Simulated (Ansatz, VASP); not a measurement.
Two plane-wave programs on WS2

```
CELL_PARAMETERS angstrom
3.18000 0.00000 0.00000
-1.59000 2.75396 0.00000
0.00000 0.00000 12.37500
ATOMIC_POSITIONS crystal
W 0.66667 0.33333 0.75000
W 0.33333 0.66667 0.25000
S 0.66667 0.33333 0.37500
S 0.33333 0.66667 0.87500
S 0.66667 0.33333 0.12500
S 0.33333 0.66667 0.62500
```

Alike in both runs: task single point; functional PBE; k mesh 8 × 8 × 2; occupations fermi-dirac, width 0.05 eV; no spin polarisation.

|  | VASP | Ansatz |
| --- | --- | --- |
| version | VASP 6.6.1 | Ansatz 0.2.0 |
| potentials or method | VASP PAW PBE potentials, release 64 (W_sv, S) | Ansatz PAW |
| plane-wave cutoff (eV) | 520 | 420 |
| valence electrons in the cell | 52 | 52 |

|  | VASP | Ansatz | Ansatz less VASP |
| --- | --- | --- | --- |
| gap on the k mesh at the Fermi level (eV) | 1.16 | 1.14 | -0.016 |
| least direct gap on the mesh (eV) | 2.16 | 2.16 | -0.003 |
| pressure (GPa) | 4.0 | 4.1 | +0.04 |
| traceless stress, the component that is largest in VASP (GPa) | 2.55 | 2.56 | +0.002 |
| rms of the force components (eV/Å) | 0.207 | 0.206 | -0.0012 |

Atom by atom the forces differ by 0.001 eV/Å (rms over components).

Neither program's run includes spin-orbit coupling.
